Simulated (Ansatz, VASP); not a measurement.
LiH in VASP and in Ansatz

File INCAR:

```
PREC = Accurate ; ENCUT = 520
EDIFF = 1E-6 ; ISMEAR = 0
SIGMA = 0.05 ; LREAL = False
LASPH = True ; NELM = 100
ALGO = Normal ; ISIF = 2
LWAVE = False ; LCHARG = True
GGA = PE ; LELF = True
LVHAR = True ; NBANDS = 9
```

File KPOINTS:

```
Automatic mesh
0
Gamma
  10 10 10
```

File POSCAR:

```
LiH
1.0
    0.0000000000      2.0325000000      1.9512000000
    2.0325000000      0.0000000000      1.9512000000
    2.0325000000      2.0325000000      0.0000000000
Li H
1 1
Direct
    0.0000000000      0.0000000000      0.0000000000
    0.5000000000      0.5000000000      0.5000000000
```

Input for Ansatz:

```yaml
crystal:
  lattice:
    - [0.0, 2.0325, 1.9512]
    - [2.0325, 0.0, 1.9512]
    - [2.0325, 2.0325, 0.0]
  atoms:
    - { symbol: Li, position: [0.0, 0.0, 0.0] }
    - { symbol: H, position: [0.5, 0.5, 0.5] }
basis:
  ecutwfc: 420
kpoints:
  mp_grid: { grid: [10, 10, 10] }
hamiltonian:
  xc: pbe
scf:
  occupations: { method: gaussian, width: 0.05 }
output:
  forces: true
  stress: true
  eigenvalues: true
```

Change from the starting cell: strain +0.000 along x and y, -0.040 along z, atoms carried along.

Alike in both runs: task single point; functional PBE; k mesh 10 × 10 × 10; occupations gaussian, width 0.05 eV; no spin polarisation.

|  | VASP | Ansatz |
| --- | --- | --- |
| version | VASP 6.6.1 | Ansatz 0.2.0 |
| potentials or method | VASP PAW PBE potentials, release 64 (Li_sv, H), cutoff 520 eV | scalar-relativistic, plane waves, PAW |
| valence electrons in the cell | 4 | 4 |

VASP gave:

```
gap on the k mesh at the Fermi level (eV) : 2.60
least direct gap on the mesh (eV)         : 2.90
```

Task: Which values does Ansatz return?

Result: gap on the k mesh at the Fermi level (eV): 2.60; least direct gap on the mesh (eV): 2.91.

With one functional, cell and mesh, what is left measures potentials, basis and numerics.

Noted on VASP's run: the cutoff is short for stress, so the pressure is rough.
